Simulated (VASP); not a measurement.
# N (Pm-3m) in VASP: single point with PBEsol

Aim: the single point of N with PBEsol.

Everything below comes from runs of VASP 6.6.1. Logs are shortened: lines on timing, memory, paths and dates and some standing lists are left out, and cuts for length are marked.

### 1 The cell of the first run

Symmetry: Pm-3m, No. 221, cubic system. Conventional cell: a = 1.829 Å, b = 1.829 Å, c = 1.829 Å, α = 90.00°, β = 90.00°, γ = 90.00°. N (site symmetry m-3m) has 6 N at 1.83 Å within 2.4 Å.

### 2 Single point, PBEsol

Input file INCAR:

```
SYSTEM = N
PREC = Accurate
ENCUT = 520
EDIFF = 1E-6
ISMEAR = 0
SIGMA = 0.1
LREAL = .False.
LASPH = .True.
NELM = 100
ALGO = Normal
ISIF = 2
LWAVE = .False.
LCHARG = .True.
GGA = PS
LELF = .True.
LVHAR = .True.
NBANDS = 8
```

Input file KPOINTS:

```
regular mesh
0
Gamma
  22 22 22
  0 0 0
```

Input file POSCAR:

```
N
1.0
    1.8290342346      0.0000000000      0.0000000000
    0.0000000000      1.8290342346      0.0000000000
    0.0000000000      0.0000000000      1.8290342346
N
1
Direct
    0.0000000000      0.0000000000      0.0000000000
```

Potentials or basis: VASP PAW PBE potentials, release 64 (N).

The run is started by

```
$ cat potpaw_PBE.64/N/POTCAR > POTCAR
$ mpirun -np 1 vasp_std > vasp.out
```

OUTCAR:

```text
SYSTEM = N
   PREC = Accurate
   ENCUT = 520
   EDIFF = 1E-6
   ISMEAR = 0
   LREAL = .False.
   LASPH = .True.
   NELM = 100
   ISIF = 2
   GGA = PS

 ion  position               nearest neighbor table
   1  0.000  0.000  0.000-

  LATTYP: Found a simple cubic cell.
 ALAT       =     1.8290342346

  Lattice vectors:

 A1 = (   1.8290342346,   0.0000000000,   0.0000000000)
 A2 = (   0.0000000000,   1.8290342346,   0.0000000000)
 A3 = (   0.0000000000,   0.0000000000,   1.8290342346)

Analysis of symmetry for initial positions (statically):
=====================================================================
 Subroutine PRICEL returns:
 Original cell was already a primitive cell.

 Routine SETGRP: Setting up the symmetry group for a
 simple cubic supercell.

 Subroutine GETGRP returns: Found 48 space group operations
 (whereof 48 operations were pure point group operations)
 out of a pool of 48 trial point group operations.

The static configuration has the point symmetry O_h .

Analysis of symmetry for dynamics (positions and initial velocities):
=====================================================================
 Subroutine PRICEL returns:
 Original cell was already a primitive cell.

 Routine SETGRP: Setting up the symmetry group for a
 simple cubic supercell.

 Subroutine GETGRP returns: Found 48 space group operations
 (whereof 48 operations were pure point group operations)
 out of a pool of 48 trial point group operations.

The dynamic configuration has the point symmetry O_h .

 Subroutine INISYM returns: Found 48 space group operations
 (whereof 48 operations are pure point group operations),
 and found     1 'primitive' translations

----------------------------------------------------------------------------------------

                                     Primitive cell

  volume of cell :       6.1188

  direct lattice vectors                    reciprocal lattice vectors
     1.829034235  0.000000000  0.000000000     0.546736623  0.000000000  0.000000000
     0.000000000  1.829034235  0.000000000     0.000000000  0.546736623  0.000000000
     0.000000000  0.000000000  1.829034235     0.000000000  0.000000000  0.546736623

  length of vectors
     1.829034235  1.829034235  1.829034235     0.546736623  0.546736623  0.546736623

  position of ions in fractional coordinates (direct lattice)
     0.000000000  0.000000000  0.000000000

  ion indices of the primitive-cell ions
[... 75 lines left out ...]
   LREAL  =      F    real-space projection
   EDIFFG = 0.1E-04   stopping-criterion for IOM
   NSW    =      0    number of steps for IOM
   IBRION =     -1    ionic relax: 0-MD 1-quasi-New 2-CG
   NFREE  =      0    steps in history (QN), initial steepest desc. (CG)
   ISIF   =      2    stress and relaxation
   ISYM   =      2    0-nonsym 1-usesym 2-fastsym
   POTIM  = 0.5000    time-step for ionic-motion
   TEBEG  =    0.0;   TEEND  =   0.0 temperature during run
   PSTRESS=    0.0 pullay stress
   NELECT =       5.0000    total number of electrons
   NUPDOWN=      -1.0000    fix difference up-down
   EMIN   =  10.00;   EMAX   =-10.00  energy-range for DOS
   EFERMI =   0.00;   METHOD = LEGACY
   ISMEAR =     0;   SIGMA  =   0.10  broadening in eV -4-tet -1-fermi 0-gaus
   EFERMI_NEDOS =   21; number of points for ismear=-14 and -15
   IALGO  =     38    algorithm
   IMIX   =      4    mixing-type and parameters
     AMIX     =   0.40;   BMIX     =  1.00
     AMIX_MAG =   1.60;   BMIX_MAG =  1.00
  volume/ion in A,a.u.               =       6.12        41.29
  Fermi-wavevector in a.u.,A,eV,Ry     =   1.530534  2.892290 31.872117  2.342535
  Thomas-Fermi vector in A             =   2.638004
   LORBIT       =      0    0 simple, 1 ext, 2 COOP (PROOUT), +10 PAW based schemes
   GGA     = PS    functional components
   LHFCALC =     F    Hartree Fock is set to
   AEXX    =    0.0000 exact exchange contribution
   IVDW    =     0    specifies the selected vdW correction
   LEPSILON=     F    determine dielectric tensor
   LRPA    =     F    only Hartree local field effects (RPA)
 non-spin polarized calculation
 Gauss-broadening in eV      SIGMA  =   0.10
  energy-cutoff  :      520.00
  volume of cell :        6.12
 maximum number of plane-waves:       174
 NGX is ok and might be reduce to    14
   NGX =  7   NGY =  7   NGZ =  7

 number of electron       4.9999999 magnetization

 Free energy of the ion-electron system (eV)
  ---------------------------------------------------
  ext. energy  EPLUGINS =         0.00000000
  ---------------------------------------------------
  free energy    TOTEN  =        -5.63136515 eV

  energy without entropy =       -5.62937104  energy(sigma->0) =       -5.63036810

 E-fermi :   8.4876     XC(G=0): -13.7751

 val. band max:        8.4693328570   @ k =   0.1818   0.1364   0.0909
 cond. band min:       8.5002751244   @ k =   0.4545   0.2727   0.2273
 fundamental gap:      0.0309422674
 Fermi energy:         8.4875950651

 k-point     1 :       0.0000    0.0000    0.0000
  band No.  band energies     occupation
      1     -14.9961      2.00000
      2      12.8345      0.00000
      3      12.8345      0.00000
      4      12.8345      0.00000
      5      31.7869      0.00000
      6      34.5198      0.00000
      7      34.5198      0.00000
      8      59.6153      0.00000
[... 243 lines left out ...]
 k-point    24 :       0.0909    0.0909    0.0000
  band No.  band energies     occupation
      1     -14.4068      2.00000
      2      11.2831      0.00000
      3      11.7911      0.00000
      4      13.1222      0.00000
      5      32.1246      0.00000
      6      35.7182      0.00000
      7      36.7249      0.00000
      8      56.5151      0.00000

 [... further k-points ...]

------------------------ aborting loop because EDIFF is reached ----------------------------------------

  FORCE on cell =-STRESS in cart. coord.  units (eV):
  Direction    XX          YY          ZZ          XY          YZ          ZX
  --------------------------------------------------------------------------------------
  -------------------------------------------------------------------------------------
  Total       -0.0135200     -0.0135200     -0.0135200     -0.0000000      0.0000000     -0.0000000
  in kB       -3.5401541     -3.5401541     -3.5401541     -0.0000000      0.0000000     -0.0000000
  external PRESSURE =      -3.5401541 kB  Pullay stress =       0.0000000 kB

 VOLUME and BASIS-vectors are now :
 -----------------------------------------------------------------------------
  energy-cutoff  :      520.00
  volume of cell :        6.12
      direct lattice vectors                 reciprocal lattice vectors
     1.829034235  0.000000000  0.000000000     0.546736623  0.000000000  0.000000000
     0.000000000  1.829034235  0.000000000     0.000000000  0.546736623  0.000000000
     0.000000000  0.000000000  1.829034235     0.000000000  0.000000000  0.546736623

 POSITION                                       TOTAL-FORCE (eV/Angst)
 -----------------------------------------------------------------------------------
      0.00000      0.00000      0.00000         0.000000      0.000000      0.000000
 -----------------------------------------------------------------------------------
    total drift:                                0.000000     -0.000000     -0.000000

  FREE ENERGIE OF THE ION-ELECTRON SYSTEM (eV)
  ---------------------------------------------------
  free  energy   TOTEN  =        -5.6313651489 eV

  energy  without entropy=       -5.6293710419  energy(sigma->0) =       -5.63036810
```

OSZICAR:

```text
N       E                     dE             d eps       ncg     rms          rms(c)
DAV:   1    -0.128732098831E+01   -0.12873E+01   -0.27098E+03  6680   0.548E+02
DAV:   2    -0.561623168015E+01   -0.43289E+01   -0.41452E+01  7456   0.718E+01
DAV:   3    -0.562890679779E+01   -0.12675E-01   -0.12663E-01  7328   0.350E+00
DAV:   4    -0.562890876990E+01   -0.19721E-05   -0.19707E-05  8408   0.423E-02
DAV:   5    -0.562890876978E+01    0.12074E-09   -0.18393E-09  7312   0.264E-04    0.188E+00
DAV:   6    -0.562974672578E+01   -0.83796E-03   -0.76435E-04  6608   0.256E-01    0.114E+00
DAV:   7    -0.563134688392E+01   -0.16002E-02   -0.14141E-03  5952   0.391E-01    0.456E-02
DAV:   8    -0.563136268137E+01   -0.15797E-04   -0.23137E-05  6768   0.424E-02    0.266E-02
DAV:   9    -0.563136519684E+01   -0.25155E-05   -0.42131E-06  6272   0.160E-02    0.288E-03
DAV:  10    -0.563136514893E+01    0.47913E-07   -0.44797E-07  4256   0.554E-03
   1 F= -.56313651E+01 E0= -.56303681E+01  d E =-.199411E-02
```

stdout:

```text
POSCAR found type information on POSCAR N
 POSCAR found :  1 types and       1 ions
 scaLAPACK will be used
 -----------------------------------------------------------------------------
|                                                                             |
|                                                                             |
|     You enforced a specific xc type in the INCAR file but a different       |
|     I HOPE YOU KNOW WHAT YOU ARE DOING!                                     |
|                                                                             |
 -----------------------------------------------------------------------------

 LDA part: xc-table for (Slater+PW92), standard interpolation
 POSCAR, INCAR and KPOINTS ok, starting setup
 FFT: planning ... GRIDC
 FFT: planning ... GRID_SOFT
 FFT: planning ... GRID
 WAVECAR not read
 entering main loop
```

It took 11 s on 1 thread of Intel Xeon 8259CL, shared host; peak memory 0.11 GiB.

Results:

```
Free energy : -5.6314 eV
Pressure    : -0.4 GPa
```

Caveat: the PAW data sets were made with another functional, which shifts forces and pressure a little.
